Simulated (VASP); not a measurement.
# C in VASP: a series of runs, part 2 of 2

VASP 6.6.1. Earlier steps stand in the parts before.

## Step 5: Single point, PBE+D3(BJ)

Contents of INCAR:

```
SYSTEM = C
ALGO     = Normal         ! electronic algorithm
DIPOL    = 0.5 0.5 0.369
EDIFF    = 1E-7           ! SCF threshold, eV
ENCUT    = 520            ! plane-wave cutoff, eV
GGA      = PE             ! functional
IDIPOL   = 3            
ISIF     = 2              ! what is computed and relaxed
ISMEAR   = 0              ! smearing method
IVDW     = 12             ! dispersion correction
LASPH    = .True.         ! aspherical terms in the spheres
LCHARG   = .False.        ! write CHGCAR
LDIPOL   = .True.       
LREAL    = .False.        ! projectors in reciprocal space
LWAVE    = .False.        ! write WAVECAR
NBANDS   = 16             ! bands
NELM     = 60             ! most SCF steps
PREC     = Accurate       ! precision mode
SIGMA    = 0.1            ! smearing width, eV
```

Contents of KPOINTS:

```
k-points
0
Gamma
  15 15 1
  0 0 0
```

Contents of POSCAR:

```
C
1.0
    2.4656524409      0.0000000000      0.0000000000
   -1.2328262205      2.1353176508      0.0000000000
    0.0000000000      0.0000000000     17.5000663883
C
4
Direct
    0.6666666667      0.3333333333      0.2571437784
    0.3333333333      0.6666666667      0.2571418816
    1.0000000000      0.3333333333      0.4805733991
    0.6666666667      0.6666666667      0.4805715023
```

Potentials or basis: VASP PAW PBE potentials, release 64 (C).

The run is started by

```console
$ cat potpaw_PBE.64/C/POTCAR > POTCAR
$ mpirun -np 1 vasp_std > vasp.out
```

OUTCAR:

```text
SYSTEM = C
   EDIFF = 1E-7
   ENCUT = 520
   GGA = PE
   ISIF = 2
   ISMEAR = 0
   IVDW = 12
   LASPH = .True.
   LREAL = .False.
   NELM = 60
   PREC = Accurate
 IVDW          = 12

 ion  position               nearest neighbor table
   1  0.667  0.333  0.257-   2 1.42   2 1.42   2 1.42
   2  0.333  0.667  0.257-   1 1.42   1 1.42   1 1.42
   3  0.000  0.333  0.481-   4 1.42   4 1.42   4 1.42
   4  0.667  0.667  0.481-   3 1.42   3 1.42   3 1.42

  LATTYP: Found a hexagonal cell.
 ALAT       =     2.4656524409
 C/A-ratio  =     7.0975398227

  Lattice vectors:

 A1 = (   2.4656524409,   0.0000000000,   0.0000000000)
 A2 = (  -1.2328262205,   2.1353176508,   0.0000000000)
 A3 = (   0.0000000000,   0.0000000000,  17.5000663883)

Analysis of symmetry for initial positions (statically):
=====================================================================
 Subroutine PRICEL returns:
 Original cell was already a primitive cell.

 Routine SETGRP: Setting up the symmetry group for a
 hexagonal supercell.

 Subroutine GETGRP returns: Found  4 space group operations
 (whereof  2 operations were pure point group operations)
 out of a pool of 24 trial point group operations.

The static configuration has the point symmetry C_1h.
 The point group associated with its full space group is C_2h.

Analysis of symmetry for dynamics (positions and initial velocities):
=====================================================================
 Subroutine PRICEL returns:
 Original cell was already a primitive cell.

 Routine SETGRP: Setting up the symmetry group for a
 hexagonal supercell.

 Subroutine GETGRP returns: Found  4 space group operations
 (whereof  2 operations were pure point group operations)
 out of a pool of 24 trial point group operations.

The dynamic configuration has the point symmetry C_1h.
 The point group associated with its full space group is C_2h.

 Subroutine INISYM returns: Found  4 space group operations
 (whereof  2 operations are pure point group operations),
 and found     1 'primitive' translations

----------------------------------------------------------------------------------------

                                     Primitive cell

  volume of cell :      92.1370

  direct lattice vectors                    reciprocal lattice vectors
     2.465652441  0.000000000  0.000000000     0.405572166  0.234157199  0.000000000
    -1.232826221  2.135317651  0.000000000     0.000000000  0.468314398  0.000000000
     0.000000000  0.000000000 17.500066388     0.000000000  0.000000000  0.057142640

  length of vectors
     2.465652441  2.465652441 17.500066388     0.468314398  0.468314398  0.057142640

  position of ions in fractional coordinates (direct lattice)
     0.666666667  0.333333333  0.257143778
     0.333333333  0.666666667  0.257141882
     0.000000000  0.333333333  0.480573399
     0.666666667  0.666666667  0.480571502

  ion indices of the primitive-cell ions
   primitive index   ion index
                 1           1
                 2           2
                 3           3
                 4           4

----------------------------------------------------------------------------------------

 KPOINTS: k-points

Automatic generation of k-mesh.
 Grid dimensions read from file:
 generate k-points for:   15   15    1

[... 46 lines left out ...]
   number of dos      NEDOS =    301   number of ions     NIONS =      4
   total plane-waves  NPLWV =  45360
   dimension x,y,z NGX =    18 NGY =   18 NGZ =  140
   dimension x,y,z NGXF=    36 NGYF=   36 NGZF=  280
   ions per type =               4
   NGX,Y,Z   is equivalent  to a cutoff of  12.14, 12.14, 13.30 a.u.
   NGXF,Y,Z  is equivalent  to a cutoff of  24.27, 24.27, 26.60 a.u.
 SYSTEM =  C
   PREC   = accura    normal or accurate (medium, high low for compatibility)
   ISTART =      0    job   : 0-new  1-cont  2-samecut
   ICHARG =      2    charge: 1-file 2-atom 10-const
   ISPIN  =      1    spin polarized calculation?
   LNONCOLLINEAR =      F non collinear calculations
   LSORBIT =      F    spin-orbit coupling
   LASPH  =      T    aspherical Exc in radial PAW
   ENCUT  =  520.0 eV  38.22 Ry    6.18 a.u.   4.58  4.58 32.54*2*pi/ulx,y,z
   NELM   =     60;   NELMIN=  2; NELMDL= -5     # of ELM steps
   EDIFF  = 0.1E-06   stopping-criterion for ELM
   LREAL  =      F    real-space projection
   EDIFFG = 0.1E-05   stopping-criterion for IOM
   NSW    =      0    number of steps for IOM
   IBRION =     -1    ionic relax: 0-MD 1-quasi-New 2-CG
   NFREE  =      0    steps in history (QN), initial steepest desc. (CG)
   ISIF   =      2    stress and relaxation
   ISYM   =      2    0-nonsym 1-usesym 2-fastsym
   POTIM  = 0.5000    time-step for ionic-motion
   TEBEG  =    0.0;   TEEND  =   0.0 temperature during run
   PSTRESS=    0.0 pullay stress
   NELECT =      16.0000    total number of electrons
   NUPDOWN=      -1.0000    fix difference up-down
   EMIN   =  10.00;   EMAX   =-10.00  energy-range for DOS
   EFERMI =   0.00;   METHOD = LEGACY
   ISMEAR =     0;   SIGMA  =   0.10  broadening in eV -4-tet -1-fermi 0-gaus
   EFERMI_NEDOS =   21; number of points for ismear=-14 and -15
   IALGO  =     38    algorithm
   IMIX   =      4    mixing-type and parameters
     AMIX     =   0.40;   BMIX     =  1.00
     AMIX_MAG =   1.60;   BMIX_MAG =  1.00
  volume/ion in A,a.u.               =      23.03       155.44
  Fermi-wavevector in a.u.,A,eV,Ry     =   0.913349  1.725980 11.350070  0.834207
  Thomas-Fermi vector in A             =   2.037850
   LORBIT       =      0    0 simple, 1 ext, 2 COOP (PROOUT), +10 PAW based schemes
   GGA     = PE    functional components
   LHFCALC =     F    Hartree Fock is set to
   AEXX    =    0.0000 exact exchange contribution
   IVDW    =    12    specifies the selected vdW correction
   LEPSILON=     F    determine dielectric tensor
   LRPA    =     F    only Hartree local field effects (RPA)
 non-spin polarized calculation
 Gauss-broadening in eV      SIGMA  =   0.10
  energy-cutoff  :      520.00
  volume of cell :       92.14
 maximum number of plane-waves:      2516
   NGX =  9   NGY =  9   NGZ = 65

 dipolmoment           0.000000      0.000000      0.000000 electrons x Angstroem

 number of electron      15.9999995 magnetization

 dipolmoment           0.000000      0.000000     -0.000130 electrons x Angstroem

 Free energy of the ion-electron system (eV)
  ---------------------------------------------------
  ext. energy  EPLUGINS =         0.00000000
  ---------------------------------------------------
  free energy    TOTEN  =       -36.89772875 eV

  energy without entropy =      -36.89692393  energy(sigma->0) =      -36.89732634

 E-fermi :  -0.8156     XC(G=0):  -4.5266

 val. band max:       -0.8882978779   @ k =   0.3333   0.3333   0.0000
 cond. band min:      -0.7438335257   @ k =   0.3333   0.3333   0.0000
 fundamental gap:      0.1444643522
 Fermi energy:        -0.8156151115

 k-point     1 :       0.0000    0.0000    0.0000
  band No.  band energies     occupation
      1     -20.3590      2.00000
      2     -20.3177      2.00000
      3      -8.6413      2.00000
      4      -8.2229      2.00000
      5      -3.8593      2.00000
      6      -3.8592      2.00000
[... 433 lines left out ...]
      3      -9.5574      2.00000
      4      -9.5435      2.00000
      5      -6.6649      2.00000
      6      -6.6599      2.00000
[... 8 lines left out ...]
     15       7.4967      0.00000
     16       8.0219      0.00000

 [... further k-points ...]

------------------------ aborting loop because EDIFF is reached ----------------------------------------

 vacuum level on the upper side and lower side of the slab       (xc-potential included)        -0.062        -0.058

 Edisp (eV)   -0.43300

 E8    (eV) :    -0.1280

  FORCE on cell =-STRESS in cart. coord.  units (eV):
  Direction    XX          YY          ZZ          XY          YZ          ZX
  --------------------------------------------------------------------------------------
  -------------------------------------------------------------------------------------
  Total       0.15668     0.14738    -0.23457    -0.00000     0.00000     0.00930
  in kB       2.72444     2.56289    -4.07904    -0.00000     0.00000     0.16165
  external pressure =        0.40 kB  Pullay stress =        0.00 kB

 VOLUME and BASIS-vectors are now :
 -----------------------------------------------------------------------------
  energy-cutoff  :      520.00
  volume of cell :       92.14
      direct lattice vectors                 reciprocal lattice vectors
     2.465652441  0.000000000  0.000000000     0.405572166  0.234157199  0.000000000
    -1.232826221  2.135317651  0.000000000     0.000000000  0.468314398  0.000000000
     0.000000000  0.000000000 17.500066388     0.000000000  0.000000000  0.057142640

 POSITION                                       TOTAL-FORCE (eV/Angst)
 -----------------------------------------------------------------------------------
      1.23283      0.71177      4.50003        -0.001206     -0.000011      0.026720
     -0.00000      1.42355      4.50000        -0.001206      0.000011      0.026720
     -0.41094      0.71177      8.41007         0.001206     -0.000011     -0.026720
      0.82188      1.42355      8.41003         0.001206      0.000011     -0.026720
 -----------------------------------------------------------------------------------
    total drift:                                0.000004     -0.000000     -0.029655

  FREE ENERGIE OF THE ION-ELECTRON SYSTEM (eV)
  ---------------------------------------------------
  free  energy   TOTEN  =       -37.3307239827 eV

  energy  without entropy=      -37.3299191691  energy(sigma->0) =      -37.33032158

 vacuum level on the upper side and lower side of the slab         3.385         3.390
```

It took 54 s on 1 thread of Intel Xeon 6975P-C (Granite Rapids), shared host; peak memory 0.24 GiB.

Results:

```
Free energy                : -37.3307 eV
Largest force              : 0.027 eV/Å
Band gap on the k mesh     : 0.14 eV, direct
Dispersion energy per atom : -0.108 eV
```

Forces in eV/Å, atoms in the order of the input:
```
C   -0.001  0.000  0.027
C   -0.001  0.000  0.027
C    0.001  0.000 -0.027
C    0.001  0.000 -0.027
```

Levels at points of the mesh, in eV from the valence-band top:
```tsv
k point	band 5	band 6	band 7	band 8	band 9	band 10	band 11	band 12
(0.00, 0.00, 0.00)	-2.97	-2.97	-2.97	-2.97	3.34	3.88	4.69	6.04
```
